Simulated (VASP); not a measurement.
# BC (F-43m) in VASP: further runs

The runs below take BC through single point, relaxation of cell and atoms, with PBE.

Program: VASP 6.6.1. These are calculated values, not measurements. Logs are shortened: lines on timing, memory, paths and dates and some standing lists are left out, and cuts for length are marked.

## 1. The cell of the first run

Symmetry: F-43m, No. 216, cubic system. The conventional cell has a = 3.788 Å, b = 3.788 Å, c = 3.788 Å, α = 90.00°, β = 90.00°, γ = 90.00°. B (site symmetry -43m) has 4 C at 1.64 Å within 2.2 Å. Within 2.2 Å of C (site symmetry -43m) lie 4 B at 1.64 Å.

## 2. Single point, PBE

Input file INCAR:

```
SYSTEM = BC
PREC = Accurate ; ENCUT = 600
EDIFF = 1E-6 ; ISMEAR = 0
SIGMA = 0.1 ; LREAL = .False.
LASPH = .True. ; NELM = 120
ALGO = Normal ; ISIF = 2
LWAVE = .False. ; LCHARG = .True.
GGA = PE ; LELF = .True.
LVHAR = .True. ; NBANDS = 10
GGA_COMPAT = .False.
```

Input file KPOINTS:

```
regular mesh
0
Gamma
  8 8 8
  0 0 0
```

Input file POSCAR:

```
BC
1.0
    0.0000000000      1.8938967668      1.8938967668
    1.8938967668      0.0000000000      1.8938967668
    1.8938967668      1.8938967668      0.0000000000
B C
1 1
Direct
    0.0000000000      0.0000000000      0.0000000000
    0.7500000000      0.7500000000      0.7500000000
```

Potentials or basis: VASP PAW PBE potentials, release 64 (B, C).

Launch:

```
$ cat potpaw_PBE.64/B/POTCAR potpaw_PBE.64/C/POTCAR > POTCAR
$ mpirun -np 1 vasp_std > vasp.out
```

OUTCAR:

```text
SYSTEM = BC
   PREC = Accurate
   ENCUT = 600
   EDIFF = 1E-6
   ISMEAR = 0
   LREAL = .False.
   LASPH = .True.
   NELM = 120
   ISIF = 2
   GGA = PE

 ion  position               nearest neighbor table
   1  0.000  0.000  0.000-   2 1.64   2 1.64   2 1.64   2 1.64
   2  0.750  0.750  0.750-   1 1.64   1 1.64   1 1.64   1 1.64

  LATTYP: Found a face centered cubic cell.
 ALAT       =     3.7877935336

  Lattice vectors:

 A1 = (   0.0000000000,   1.8938967668,   1.8938967668)
 A2 = (   1.8938967668,   0.0000000000,   1.8938967668)
 A3 = (   1.8938967668,   1.8938967668,   0.0000000000)

Analysis of symmetry for initial positions (statically):
=====================================================================
 Subroutine PRICEL returns:
 Original cell was already a primitive cell.

 Routine SETGRP: Setting up the symmetry group for a
 face centered cubic supercell.

 Subroutine GETGRP returns: Found 24 space group operations
 (whereof 24 operations were pure point group operations)
 out of a pool of 48 trial point group operations.

The static configuration has the point symmetry T_d .

Analysis of symmetry for dynamics (positions and initial velocities):
=====================================================================
 Subroutine PRICEL returns:
 Original cell was already a primitive cell.

 Routine SETGRP: Setting up the symmetry group for a
 face centered cubic supercell.

 Subroutine GETGRP returns: Found 24 space group operations
 (whereof 24 operations were pure point group operations)
 out of a pool of 48 trial point group operations.

The dynamic configuration has the point symmetry T_d .

 Subroutine INISYM returns: Found 24 space group operations
 (whereof 24 operations are pure point group operations),
 and found     1 'primitive' translations

----------------------------------------------------------------------------------------

                                     Primitive cell

  volume of cell :      13.5862

  direct lattice vectors                    reciprocal lattice vectors
     0.000000000  1.893896767  1.893896767    -0.264005942  0.264005942  0.264005942
     1.893896767  0.000000000  1.893896767     0.264005942 -0.264005942  0.264005942
     1.893896767  1.893896767  0.000000000     0.264005942  0.264005942 -0.264005942

  length of vectors
     2.678374493  2.678374493  2.678374493     0.457271705  0.457271705  0.457271705

  position of ions in fractional coordinates (direct lattice)
     0.000000000  0.000000000  0.000000000
     0.750000000  0.750000000  0.750000000

  ion indices of the primitive-cell ions
   primitive index   ion index
                 1           1
                 2           2

----------------------------------------------------------------------------------------

 KPOINTS: regular mesh

Automatic generation of k-mesh.
 Grid dimensions read from file:
 generate k-points for:    8    8    8

 Generating k-lattice:

  Cartesian coordinates                     Fractional coordinates (reciprocal lattice)
    -0.033000743  0.033000743  0.033000743     0.125000000  0.000000000  0.000000000
     0.033000743 -0.033000743  0.033000743     0.000000000  0.125000000  0.000000000
     0.033000743  0.033000743 -0.033000743     0.000000000  0.000000000  0.125000000

  Length of vectors
     0.057158963  0.057158963  0.057158963

  Shift w.r.t. Gamma in fractional coordinates (k-lattice)
     0.000000000  0.000000000  0.000000000

 Subroutine IBZKPT returns following result:
 ===========================================

 Found     29 irreducible k-points:

 Following reciprocal coordinates:
            Coordinates               Weight
  0.000000  0.000000  0.000000      1.000000
  0.125000  0.000000  0.000000      8.000000
  0.250000  0.000000  0.000000      8.000000
  0.375000  0.000000  0.000000      8.000000
  0.500000  0.000000  0.000000      4.000000
  0.125000  0.125000  0.000000      6.000000
[... 16 lines left out ...]
  0.500000  0.250000  0.125000     48.000000
 -0.375000  0.250000  0.125000     24.000000
 [... further k-points ...]
   k-points           NKPTS =     29   k-points in BZ     NKDIM =     29   number of bands    NBANDS=     10
   number of dos      NEDOS =    301   number of ions     NIONS =      2
   total plane-waves  NPLWV =  13824
   dimension x,y,z NGX =    24 NGY =   24 NGZ =   24
   dimension x,y,z NGXF=    48 NGYF=   48 NGZF=   48
   ions per type =               1   1
   NGX,Y,Z   is equivalent  to a cutoff of  14.90, 14.90, 14.90 a.u.
   NGXF,Y,Z  is equivalent  to a cutoff of  29.79, 29.79, 29.79 a.u.
 SYSTEM =  BC
   PREC   = accura    normal or accurate (medium, high low for compatibility)
   ISTART =      0    job   : 0-new  1-cont  2-samecut
   ICHARG =      2    charge: 1-file 2-atom 10-const
   ISPIN  =      1    spin polarized calculation?
   LNONCOLLINEAR =      F non collinear calculations
   LSORBIT =      F    spin-orbit coupling
   LASPH  =      T    aspherical Exc in radial PAW
   ENCUT  =  600.0 eV  44.10 Ry    6.64 a.u.   5.35  5.35  5.35*2*pi/ulx,y,z
   NELM   =    120;   NELMIN=  2; NELMDL= -5     # of ELM steps
   EDIFF  = 0.1E-05   stopping-criterion for ELM
   LREAL  =      F    real-space projection
   EDIFFG = 0.1E-04   stopping-criterion for IOM
   NSW    =      0    number of steps for IOM
   IBRION =     -1    ionic relax: 0-MD 1-quasi-New 2-CG
   NFREE  =      0    steps in history (QN), initial steepest desc. (CG)
   ISIF   =      2    stress and relaxation
   ISYM   =      2    0-nonsym 1-usesym 2-fastsym
   POTIM  = 0.5000    time-step for ionic-motion
   TEBEG  =    0.0;   TEEND  =   0.0 temperature during run
   PSTRESS=    0.0 pullay stress
   NELECT =       7.0000    total number of electrons
   NUPDOWN=      -1.0000    fix difference up-down
   EMIN   =  10.00;   EMAX   =-10.00  energy-range for DOS
   EFERMI =   0.00;   METHOD = LEGACY
   ISMEAR =     0;   SIGMA  =   0.10  broadening in eV -4-tet -1-fermi 0-gaus
   EFERMI_NEDOS =   21; number of points for ismear=-14 and -15
   IALGO  =     38    algorithm
   IMIX   =      4    mixing-type and parameters
     AMIX     =   0.40;   BMIX     =  1.00
     AMIX_MAG =   1.60;   BMIX_MAG =  1.00
  volume/ion in A,a.u.               =       6.79        45.84
  Fermi-wavevector in a.u.,A,eV,Ry     =   1.312425  2.480124 23.435488  1.722460
  Thomas-Fermi vector in A             =   2.442818
   LORBIT       =      0    0 simple, 1 ext, 2 COOP (PROOUT), +10 PAW based schemes
   GGA     = PE    functional components
   LHFCALC =     F    Hartree Fock is set to
   AEXX    =    0.0000 exact exchange contribution
   IVDW    =     0    specifies the selected vdW correction
   LEPSILON=     F    determine dielectric tensor
   LRPA    =     F    only Hartree local field effects (RPA)
 non-spin polarized calculation
 Gauss-broadening in eV      SIGMA  =   0.10
  energy-cutoff  :      600.00
  volume of cell :       13.59
 maximum number of plane-waves:       469
 NGX is ok and might be reduce to    24
   NGX = 11   NGY = 11   NGZ = 11

 number of electron       7.0000000 magnetization

 Free energy of the ion-electron system (eV)
  ---------------------------------------------------
  ext. energy  EPLUGINS =         0.00000000
  ---------------------------------------------------
  free energy    TOTEN  =       -14.98698662 eV

  energy without entropy =      -14.98393695  energy(sigma->0) =      -14.98546178

 E-fermi :   5.5307     XC(G=0): -12.1935

 val. band max:        5.2573379221   @ k =   0.5000   0.1250   0.0000
 cond. band min:       5.5497437034   @ k =  -0.1250   0.1250   0.0000
 fundamental gap:      0.2924057813
 Fermi energy:         5.5306928412

 k-point     1 :       0.0000    0.0000    0.0000
  band No.  band energies     occupation
      1     -10.6317      2.00000
      2       8.1485      0.00000
      3       8.1485      0.00000
      4       8.1485      0.00000
      5      14.2425      0.00000
      6      14.2425      0.00000
      7      14.2425      0.00000
      8      19.9911      0.00000
      9      27.7435      0.00000
     10      31.4407      0.00000

 k-point     2 :       0.1250    0.0000    0.0000
  band No.  band energies     occupation
      1     -10.2570      2.00000
      2       6.1592      0.00000
      3       7.6550      0.00000
      4       7.6550      0.00000
      5      14.9290      0.00000
      6      14.9290      0.00000
      7      15.2592      0.00000
      8      20.4907      0.00000
      9      27.7908      0.00000
     10      28.6908      0.00000

 k-point     3 :       0.2500    0.0000    0.0000
  band No.  band energies     occupation
      1      -9.1481      2.00000
      2       2.5559      2.00000
      3       6.7756      0.00000
      4       6.7756      0.00000
      5      15.9964      0.00000
      6      15.9964      0.00000
      7      16.4119      0.00000
      8      21.4219      0.00000
      9      27.6856      0.00000
     10      27.7923      0.00000

 k-point     4 :       0.3750    0.0000    0.0000
  band No.  band energies     occupation
      1      -7.3888      2.00000
      2      -0.9697      2.00000
      3       6.1246      0.00000
      4       6.1246      0.00000
      5      16.3650      0.00000
      6      16.3650      0.00000
      7      17.0285      0.00000
      8      21.9572      0.00000
      9      27.9226      0.00000
     10      29.4628      0.00000

 k-point     5 :       0.5000    0.0000    0.0000
  band No.  band energies     occupation
      1      -5.8384      2.00000
      2      -3.1410      2.00000
      3       5.8955      0.00000
      4       5.8955      0.00000
      5      16.3564      0.00000
      6      16.3564      0.00000
      7      17.2210      0.00000
      8      22.0781      0.00000
      9      28.3517      0.00000
     10      31.2695      0.00000

 k-point     6 :       0.1250    0.1250    0.0000
  band No.  band energies     occupation
      1     -10.1324      2.00000
      2       6.7680      0.00000
      3       6.7680      0.00000
      4       7.0564      0.00000
      5      13.8217      0.00000
      6      16.0793      0.00000
      7      16.0793      0.00000
      8      20.2619      0.00000
      9      25.6443      0.00000
     10      28.9736      0.00000
[... 183 lines left out ...]
 k-point    21 :       0.5000    0.5000    0.0000
  band No.  band energies     occupation
      1      -4.1645      2.00000
      2      -1.5529      2.00000
      3       2.7933      2.00000
      4       2.7933      2.00000
      5      11.6642      0.00000
      6      14.1524      0.00000
      7      24.2838      0.00000
      8      24.2838      0.00000
      9      28.0858      0.00000
     10      31.6314      0.00000

 k-point    22 :       0.3750    0.2500    0.1250
  band No.  band energies     occupation
      1      -8.1810      2.00000
      2       2.5659      2.00000
      3       3.6366      2.00000
      4       5.8273      0.00003
      5      14.7604      0.00000
      6      17.8040      0.00000
      7      19.2369      0.00000
      8      19.3727      0.00000
      9      25.8031      0.00000
     10      29.4023      0.00000

 k-point    23 :       0.5000    0.2500    0.1250
  band No.  band energies     occupation
      1      -6.4755      2.00000
      2      -0.2320      2.00000
      3       2.9455      2.00000
      4       4.7805      2.00000
      5      15.7031      0.00000
      6      17.4349      0.00000
      7      20.2034      0.00000
      8      20.8023      0.00000
      9      26.0027      0.00000
     10      29.3456      0.00000

 k-point    24 :      -0.3750    0.2500    0.1250
  band No.  band energies     occupation
      1      -5.0331      2.00000
      2      -2.1864      2.00000
      3       2.9344      2.00000
      4       4.2255      2.00000
      5      15.7932      0.00000
      6      17.4445      0.00000
      7      20.8699      0.00000
      8      22.2154      0.00000
      9      24.6402      0.00000
     10      30.6353      0.00000

 [... further k-points ...]

------------------------ aborting loop because EDIFF is reached ----------------------------------------

  FORCE on cell =-STRESS in cart. coord.  units (eV):
  Direction    XX          YY          ZZ          XY          YZ          ZX
  --------------------------------------------------------------------------------------
  -------------------------------------------------------------------------------------
  Total       -0.0056783     -0.0056783     -0.0056783      0.0000000      0.0000000      0.0000000
  in kB       -0.6696225     -0.6696225     -0.6696225      0.0000000      0.0000000      0.0000000
  external PRESSURE =      -0.6696225 kB  Pullay stress =       0.0000000 kB

 VOLUME and BASIS-vectors are now :
 -----------------------------------------------------------------------------
  energy-cutoff  :      600.00
  volume of cell :       13.59
      direct lattice vectors                 reciprocal lattice vectors
     0.000000000  1.893896767  1.893896767    -0.264005942  0.264005942  0.264005942
     1.893896767  0.000000000  1.893896767     0.264005942 -0.264005942  0.264005942
     1.893896767  1.893896767  0.000000000     0.264005942  0.264005942 -0.264005942

 POSITION                                       TOTAL-FORCE (eV/Angst)
 -----------------------------------------------------------------------------------
      0.00000      0.00000      0.00000        -0.000000     -0.000000     -0.000000
      2.84085      2.84085      2.84085         0.000000      0.000000      0.000000
 -----------------------------------------------------------------------------------
    total drift:                               -0.000000     -0.000000     -0.000000

  FREE ENERGIE OF THE ION-ELECTRON SYSTEM (eV)
  ---------------------------------------------------
  free  energy   TOTEN  =       -14.9869866189 eV

  energy  without entropy=      -14.9839369479  energy(sigma->0) =      -14.98546178
```

Run time: 4.7 s. Hardware: 1 thread of Intel Xeon 6975P-C (Granite Rapids), shared host; peak memory 0.13 GiB.

What came out:

```yaml
Free_energy: -14.9870 eV
Pressure: -0.1 GPa
Band_gap_on_the_k_mesh: zero (an odd number of electrons rules out a gap without spin polarisation)
```

Levels at points of the mesh, in eV from the Fermi level:
```csv
k point,band 1,band 2,band 3,band 4,band 5,band 6,band 7,band 8,band 9
"(0.00, 0.00, 0.00)",-16.16,2.62,2.62,2.62,8.71,8.71,8.71,14.46,22.21
"(0.50, 0.00, 0.00)",-11.37,-8.67,0.36,0.36,10.83,10.83,11.69,16.55,22.82
"(0.50, 0.50, 0.00)",-9.70,-7.08,-2.74,-2.74,6.13,8.62,18.75,18.75,22.56
```

## 3. Single point, PBE

This run uses another cell than the first one, of 7.84 Å³/atom.

Input file INCAR:

```
SYSTEM = BC
ALGO = Normal
EDIFF = 1E-6
ENCUT = 600
GGA = PE
GGA_COMPAT = .FALSE.
ISIF = 2
ISMEAR = 0
LASPH = .TRUE.
LCHARG = .FALSE.
LREAL = .FALSE.
LWAVE = .FALSE.
NBANDS = 10
NELM = 120
PREC = Accurate
SIGMA = 0.1
```

Input file KPOINTS:

```
k-points
0
G
  8 8 8
  0 0 0
```

Input file POSCAR:

```
BC
1.0
    0.0000000000      1.9868820111      1.9868820111
    1.9868820111      0.0000000000      1.9868820111
    1.9868820111      1.9868820111      0.0000000000
B C
1 1
Direct
    0.0000000000      0.0000000000      0.0000000000
    0.7500000000      0.7500000000      0.7500000000
```

Potentials or basis: VASP PAW PBE potentials, release 64 (B, C).

Launch:

```
$ cat potpaw_PBE.64/B/POTCAR potpaw_PBE.64/C/POTCAR > POTCAR
$ mpirun -np 1 vasp_std > vasp.out
```

It took 4.5 s on 1 thread of Intel Xeon 6975P-C (Granite Rapids), shared host; peak memory 0.13 GiB.

Results (log left out):

| Quantity | Value |
| --- | --- |
| Free energy | -14.7616 eV |
| Pressure | -31.1 GPa |
| Band gap on the k mesh | zero (an odd number of electrons rules out a gap without spin polarisation) |

Levels at points of the mesh, in eV from the Fermi level:
```
           k point  band 2  band 3  band 4  band 5  band 6  band 7
(0.00, 0.00, 0.00)    2.34    2.34    2.34    8.01    8.01    8.01
(0.50, 0.00, 0.00)   -7.69    0.36    0.36    9.78   10.00   10.00
(0.50, 0.50, 0.00)   -6.49   -2.33   -2.33    5.73    7.88   16.58
```

Caveat: the cell stands under tension.

## 4. Relaxation of cell and atoms, PBE

This run uses another cell than the first one, of 7.84 Å³/atom.

Input file INCAR:

```
PREC = Accurate
ENCUT = 600
EDIFF = 1E-7
ISMEAR = 0
SIGMA = 0.1
LREAL = False
LASPH = True
NELM = 120
ALGO = Normal
ISIF = 3
LWAVE = False
LCHARG = False
GGA = PE
IBRION = 2
NSW = 90
EDIFFG = -0.04
GGA_COMPAT = False
NELMIN = 4
```

Input file KPOINTS:

```
Automatic mesh
0
Gamma
  8 8 8
```

POSCAR is that of step 3.

Launch:

```
$ cat potpaw_PBE.64/B/POTCAR potpaw_PBE.64/C/POTCAR > POTCAR
$ mpirun -np 1 vasp_std > vasp.out
```

It took 7.7 s on 1 thread of Intel Xeon 6975P-C (Granite Rapids), shared host; peak memory 0.13 GiB.

It converged, with:

- Free energy: -14.9903 eV
- Relaxed volume: 6.79 Å³/atom
- Relaxed cell: a = 2.679 Å, b = 2.679 Å, c = 2.679 Å, α = 60.00°, β = 60.00°, γ = 60.00°
- Space group after relaxing (to 0.1 Å): F-43m (No. 216)
- Energy gained by relaxing: 114.4 meV/atom
- Ionic steps: 3
- Pressure after relaxing: -0.2 GPa
- Band gap on the k mesh: zero (an odd number of electrons rules out a gap without spin polarisation)

The path:
| step | energy change (eV) | largest force (eV/Å) | pressure (GPa) | volume (Å³) |
| --- | --- | --- | --- | --- |
| 1 | 0.0000 | 0.0000 | -31.09 | 15.69 |
| 2 | -0.1400 | 0.0000 | 27.61 | 12.48 |
| 3 | -0.2288 | 0.0000 | -0.19 | 13.59 |

Final structure:
```
B C
1.0
     0.00000    1.89404    1.89404
     1.89404    0.00000    1.89404
     1.89404    1.89404    0.00000
B C
1 1
Direct
  0.00000 0.00000 0.00000
  0.75000 0.75000 0.75000
```

Levels at points of the mesh, in eV from the Fermi level:
```csv
k point,band 1,band 2,band 3,band 4,band 5,band 6,band 7
"(0.00, 0.00, 0.00)",-16.16,2.62,2.62,2.62,8.71,8.71,8.71
"(0.50, 0.00, 0.00)",-11.37,-8.67,0.36,0.36,10.82,10.82,11.69
"(0.50, 0.50, 0.00)",-9.69,-7.08,-2.74,-2.74,6.13,8.62,18.75
```

## 5. The runs side by side

| task | cell | gap on the mesh (eV) | pressure (GPa) |
| --- | --- | --- | --- |
| single point | a = 2.678 Å, angles 60.0°, 2 atoms | none | -0.1 |
| single point | a = 2.810 Å, angles 60.0°, 2 atoms | none | -31.1 |
| relaxation of cell and atoms | relaxed from a = 2.810 Å, angles 60.0°, 2 atoms | none | -0.2 |

Alike in all rows: level PBE; potentials or basis VASP PAW PBE potentials, release 64 (B, C); no spin polarisation; k mesh 8 × 8 × 8; cutoff (eV) 600; smearing gaussian 0.1 eV.

Caveats: the cell stands under tension (at least some runs).

Absolute energies hang on the potentials; compare differences alone.
